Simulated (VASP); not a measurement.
# CdS in VASP: a series of runs

The runs below take CdS through single point, with PBE.

Program: VASP 6.6.1. These are calculated values, not measurements. Logs are shortened: lines on timing, memory, paths and dates and some standing lists are left out, and cuts for length are marked.

**1. The cell of the first run**

The structure is hexagonal, space group P6_3mc (No. 186). The conventional cell has a = 4.169 Å, b = 4.169 Å, c = 6.780 Å, α = 90.00°, β = 90.00°, γ = 120.00°. Cd (site symmetry 3m) has 4 S at 2.55 Å within 3.4 Å. Within 3.4 Å of S (site symmetry 3m) lie 4 Cd at 2.55 Å.

**2. Single point, PBE**

Contents of INCAR:

```
SYSTEM = CdS
ALGO     = Normal         ! electronic algorithm
EDIFF    = 1E-6           ! SCF threshold, eV
ENCUT    = 520            ! plane-wave cutoff, eV
GGA      = PE             ! functional
ISIF     = 2              ! what is computed and relaxed
ISMEAR   = -1             ! smearing method
LASPH    = .True.         ! aspherical terms in the spheres
LCHARG   = .True.         ! write CHGCAR
LELF     = .True.         ! ELF
LREAL    = .False.        ! projectors in reciprocal space
LVHAR    = .True.       
LWAVE    = .False.        ! write WAVECAR
NBANDS   = 26             ! bands
NELM     = 100            ! most SCF steps
PREC     = Accurate       ! precision mode
SIGMA    = 0.05           ! smearing width, eV
```

Contents of KPOINTS:

```
k-points
0
Gamma
  9 9 5
  0 0 0
```

Contents of POSCAR:

```
CdS
1.0
    4.1688380995      0.0000000000      0.0000000000
   -2.0844190498      3.6103196984      0.0000000000
    0.0000000000      0.0000000000      6.7796174100
Cd S
2 2
Direct
    0.6666666700      0.3333333300      0.5002243700
    0.3333333300      0.6666666700      0.0002243700
    0.6666666700      0.3333333300      0.8767756300
    0.3333333300      0.6666666700      0.3767756300
```

Potentials or basis: VASP PAW PBE potentials, release 64 (Cd, S).

Run with:

```bash
$ cat potpaw_PBE.64/Cd/POTCAR potpaw_PBE.64/S/POTCAR > POTCAR
$ mpirun -np 1 vasp_std > vasp.out
```

OUTCAR:

```text
SYSTEM = CdS
   EDIFF = 1E-6
   ENCUT = 520
   GGA = PE
   ISIF = 2
   ISMEAR = -1
   LASPH = .True.
   LREAL = .False.
   NELM = 100
   PREC = Accurate

 ion  position               nearest neighbor table
   1  0.667  0.333  0.500-   4 2.55   4 2.55   4 2.55   3 2.55
   2  0.333  0.667  0.000-   3 2.55   3 2.55   3 2.55   4 2.55
   3  0.667  0.333  0.877-   2 2.55   2 2.55   2 2.55   1 2.55
   4  0.333  0.667  0.377-   1 2.55   1 2.55   1 2.55   2 2.55

  LATTYP: Found a hexagonal cell.
 ALAT       =     4.1688380995
 C/A-ratio  =     1.6262606626

  Lattice vectors:

 A1 = (   4.1688380995,   0.0000000000,   0.0000000000)
 A2 = (  -2.0844190498,   3.6103196984,   0.0000000000)
 A3 = (   0.0000000000,   0.0000000000,   6.7796174100)

Analysis of symmetry for initial positions (statically):
=====================================================================
 Subroutine PRICEL returns:
 Original cell was already a primitive cell.

 Routine SETGRP: Setting up the symmetry group for a
 hexagonal supercell.

 Subroutine GETGRP returns: Found 12 space group operations
 (whereof  6 operations were pure point group operations)
 out of a pool of 24 trial point group operations.

The static configuration has the point symmetry C_3v.
 The point group associated with its full space group is C_6v.

Analysis of symmetry for dynamics (positions and initial velocities):
=====================================================================
 Subroutine PRICEL returns:
 Original cell was already a primitive cell.

 Routine SETGRP: Setting up the symmetry group for a
 hexagonal supercell.

 Subroutine GETGRP returns: Found 12 space group operations
 (whereof  6 operations were pure point group operations)
 out of a pool of 24 trial point group operations.

The dynamic configuration has the point symmetry C_3v.
 The point group associated with its full space group is C_6v.

 Subroutine INISYM returns: Found 12 space group operations
 (whereof  6 operations are pure point group operations),
 and found     1 'primitive' translations

----------------------------------------------------------------------------------------

                                     Primitive cell

  volume of cell :     102.0389

  direct lattice vectors                    reciprocal lattice vectors
     4.168838100  0.000000000  0.000000000     0.239874991  0.138491890  0.000000000
    -2.084419050  3.610319698  0.000000000     0.000000000  0.276983781  0.000000000
     0.000000000  0.000000000  6.779617410     0.000000000  0.000000000  0.147500949

  length of vectors
     4.168838100  4.168838099  6.779617410     0.276983781  0.276983781  0.147500949

  position of ions in fractional coordinates (direct lattice)
     0.666666670  0.333333330  0.500224370
     0.333333330  0.666666670  0.000224370
     0.666666670  0.333333330  0.876775630
     0.333333330  0.666666670  0.376775630

  ion indices of the primitive-cell ions
   primitive index   ion index
                 1           1
                 2           2
                 3           3
                 4           4

----------------------------------------------------------------------------------------

 KPOINTS: k-points

Automatic generation of k-mesh.
 Grid dimensions read from file:
 generate k-points for:    9    9    5

 Generating k-lattice:

  Cartesian coordinates                     Fractional coordinates (reciprocal lattice)
     0.026652777  0.015387988  0.000000000     0.111111111  0.000000000  0.000000000
     0.000000000  0.030775976  0.000000000     0.000000000  0.111111111  0.000000000
     0.000000000  0.000000000  0.029500190     0.000000000  0.000000000  0.200000000

  Length of vectors
     0.030775976  0.030775976  0.029500190

  Shift w.r.t. Gamma in fractional coordinates (k-lattice)
     0.000000000  0.000000000  0.000000000

 Subroutine IBZKPT returns following result:
 ===========================================

 Found     36 irreducible k-points:

 Following reciprocal coordinates:
            Coordinates               Weight
  0.000000  0.000000  0.000000      1.000000
  0.111111  0.000000  0.000000      6.000000
  0.222222  0.000000  0.000000      6.000000
  0.333333  0.000000  0.000000      6.000000
  0.444444  0.000000  0.000000      6.000000
  0.111111  0.111111  0.000000      6.000000
[... 16 lines left out ...]
  0.333333  0.222222  0.200000     24.000000
  0.333333  0.333333  0.200000      4.000000
 [... further k-points ...]
   k-points           NKPTS =     36   k-points in BZ     NKDIM =     36   number of bands    NBANDS=     26
   number of dos      NEDOS =    301   number of ions     NIONS =      4
   total plane-waves  NPLWV =  51200
   dimension x,y,z NGX =    32 NGY =   32 NGZ =   50
   dimension x,y,z NGXF=    64 NGYF=   64 NGZF=  100
   ions per type =               2   2
   NGX,Y,Z   is equivalent  to a cutoff of  12.76, 12.76, 12.26 a.u.
   NGXF,Y,Z  is equivalent  to a cutoff of  25.52, 25.52, 24.52 a.u.
 SYSTEM =  CdS
   PREC   = accura    normal or accurate (medium, high low for compatibility)
   ISTART =      0    job   : 0-new  1-cont  2-samecut
   ICHARG =      2    charge: 1-file 2-atom 10-const
   ISPIN  =      1    spin polarized calculation?
   LNONCOLLINEAR =      F non collinear calculations
   LSORBIT =      F    spin-orbit coupling
   LASPH  =      T    aspherical Exc in radial PAW
   ENCUT  =  520.0 eV  38.22 Ry    6.18 a.u.   7.75  7.75 12.61*2*pi/ulx,y,z
   NELM   =    100;   NELMIN=  2; NELMDL= -5     # of ELM steps
   EDIFF  = 0.1E-05   stopping-criterion for ELM
   LREAL  =      F    real-space projection
   EDIFFG = 0.1E-04   stopping-criterion for IOM
   NSW    =      0    number of steps for IOM
   IBRION =     -1    ionic relax: 0-MD 1-quasi-New 2-CG
   NFREE  =      0    steps in history (QN), initial steepest desc. (CG)
   ISIF   =      2    stress and relaxation
   ISYM   =      2    0-nonsym 1-usesym 2-fastsym
   POTIM  = 0.5000    time-step for ionic-motion
   TEBEG  =    0.0;   TEEND  =   0.0 temperature during run
   PSTRESS=    0.0 pullay stress
   NELECT =      36.0000    total number of electrons
   NUPDOWN=      -1.0000    fix difference up-down
   EMIN   =  10.00;   EMAX   =-10.00  energy-range for DOS
   EFERMI =   0.00;   METHOD = LEGACY
   ISMEAR =    -1;   SIGMA  =   0.05  broadening in eV -4-tet -1-fermi 0-gaus
   EFERMI_NEDOS =   21; number of points for ismear=-14 and -15
   IALGO  =     38    algorithm
   IMIX   =      4    mixing-type and parameters
     AMIX     =   0.40;   BMIX     =  1.00
     AMIX_MAG =   1.60;   BMIX_MAG =  1.00
  volume/ion in A,a.u.               =      25.51       172.15
  Fermi-wavevector in a.u.,A,eV,Ry     =   1.156788  2.186012 18.206746  1.338158
  Thomas-Fermi vector in A             =   2.293405
   LORBIT       =      0    0 simple, 1 ext, 2 COOP (PROOUT), +10 PAW based schemes
   GGA     = PE    functional components
[... 5 lines left out ...]
 non-spin polarized calculation
  energy-cutoff  :      520.00
  volume of cell :      102.04
 maximum number of plane-waves:      2778
 NGX is ok and might be reduce to    32
   NGX = 15   NGY = 15   NGZ = 25

 number of electron      35.9999997 magnetization

 Free energy of the ion-electron system (eV)
  ---------------------------------------------------
  ext. energy  EPLUGINS =         0.00000000
  ---------------------------------------------------
  free energy    TOTEN  =       -12.28794125 eV

  energy without entropy =      -12.28794111  energy(sigma->0) =      -12.28794118

 E-fermi :   1.7015     XC(G=0):  -9.0138

 val. band max:        1.0769650124   @ k =   0.0000   0.0000   0.0000
 cond. band min:       2.2400880751   @ k =   0.0000   0.0000   0.0000
 fundamental gap:      1.1631230627
 Fermi energy:         1.7015472100

 k-point     1 :       0.0000    0.0000    0.0000
  band No.  band energies     occupation
      1     -11.1283      2.00000
      2     -10.7217      2.00000
      3      -6.5344      2.00000
      4      -6.5277      2.00000
      5      -6.5277      2.00000
      6      -6.4488      2.00000
[... 18 lines left out ...]
     25       8.6449      0.00000
     26       8.7085      0.00000

 k-point     2 :       0.1111    0.0000    0.0000
  band No.  band energies     occupation
      1     -11.0868      2.00000
      2     -10.7034      2.00000
      3      -6.5220      2.00000
      4      -6.5107      2.00000
      5      -6.4948      2.00000
      6      -6.4293      2.00000
[... 18 lines left out ...]
     25       8.6102      0.00000
     26       8.9049      0.00000

 k-point     3 :       0.2222    0.0000    0.0000
  band No.  band energies     occupation
      1     -10.9784      2.00000
      2     -10.6599      2.00000
      3      -6.4857      2.00000
      4      -6.4721      2.00000
      5      -6.4067      2.00000
      6      -6.3649      2.00000
[... 18 lines left out ...]
     25       8.8525      0.00000
     26       9.5961      0.00000

 k-point     4 :       0.3333    0.0000    0.0000
  band No.  band energies     occupation
      1     -10.8457      2.00000
      2     -10.6191      2.00000
      3      -6.4541      2.00000
      4      -6.4387      2.00000
      5      -6.3206      2.00000
      6      -6.2972      2.00000
[... 18 lines left out ...]
     25       9.3992      0.00000
     26       9.8392      0.00000
[... 496 lines left out ...]
      1     -10.7627      2.00000
      2     -10.6211      2.00000
      3      -6.4369      2.00000
      4      -6.4040      2.00000
      5      -6.3161      2.00000
      6      -6.2953      2.00000
[... 18 lines left out ...]
     25       9.0402      0.00000
     26      10.1715      0.00000

 k-point    23 :       0.3333    0.2222    0.2000
  band No.  band energies     occupation
      1     -10.6843      2.00000
      2     -10.6136      2.00000
      3      -6.4370      2.00000
      4      -6.3721      2.00000
      5      -6.2992      2.00000
      6      -6.2641      2.00000
[... 18 lines left out ...]
     25       9.6481      0.00000
     26      10.3756      0.00000

 k-point    24 :       0.3333    0.3333    0.2000
  band No.  band energies     occupation
      1     -10.6345      2.00000
      2     -10.6345      2.00000
      3      -6.4425      2.00000
      4      -6.3228      2.00000
      5      -6.3228      2.00000
      6      -6.2558      2.00000
[... 18 lines left out ...]
     25      10.2865      0.00000
     26      10.3508      0.00000

 [... further k-points ...]
[... 5 lines left out ...]
  --------------------------------------------------------------------------------------
  -------------------------------------------------------------------------------------
  Total        0.9119798      0.9119798      0.9556315     -0.0000000      0.0000000      0.0000000
  in kB       14.3195682     14.3195682     15.0049715     -0.0000000      0.0000000      0.0000000
  external PRESSURE =      14.5480359 kB  Pullay stress =       0.0000000 kB

 VOLUME and BASIS-vectors are now :
 -----------------------------------------------------------------------------
  energy-cutoff  :      520.00
  volume of cell :      102.04
      direct lattice vectors                 reciprocal lattice vectors
     4.168838100  0.000000000  0.000000000     0.239874991  0.138491890  0.000000000
    -2.084419050  3.610319698  0.000000000     0.000000000  0.276983781  0.000000000
     0.000000000  0.000000000  6.779617410     0.000000000  0.000000000  0.147500949

 POSITION                                       TOTAL-FORCE (eV/Angst)
 -----------------------------------------------------------------------------------
      2.08442      1.20344      3.39133         0.000000      0.000000     -0.003439
     -0.00000      2.40688      0.00152         0.000000     -0.000000     -0.003439
      2.08442      1.20344      5.94420        -0.000000      0.000000      0.003439
     -0.00000      2.40688      2.55439        -0.000000      0.000000      0.003439
 -----------------------------------------------------------------------------------
    total drift:                               -0.000015      0.000009     -0.000460

  FREE ENERGIE OF THE ION-ELECTRON SYSTEM (eV)
  ---------------------------------------------------
  free  energy   TOTEN  =       -12.2879412469 eV

  energy  without entropy=      -12.2879411092  energy(sigma->0) =      -12.28794118
```

Run time: 54 s. Hardware: 1 thread of Intel Xeon Platinum 8488C (Sapphire Rapids), shared host; peak memory 0.26 GiB.

What came out:

```
Free energy            : -12.2879 eV
Pressure               : 1.5 GPa
Largest force          : 0.003 eV/Å
Band gap on the k mesh : 1.16 eV, direct
```

Forces in eV/Å, atoms in the order of the input:
```
Cd   0.000  0.000 -0.003
Cd   0.000  0.000 -0.003
S    0.000  0.000  0.003
S    0.000  0.000  0.003
```

Levels at points of the mesh, in eV from the valence-band top:
```tsv
k point	band 14	band 15	band 16	band 17	band 18	band 19	band 20	band 21	band 22	band 23
(0.00, 0.00, 0.00)	-0.72	-0.72	-0.04	0.00	0.00	1.16	2.76	6.48	6.48	6.79
```

(Continued in part 2 of 2.)
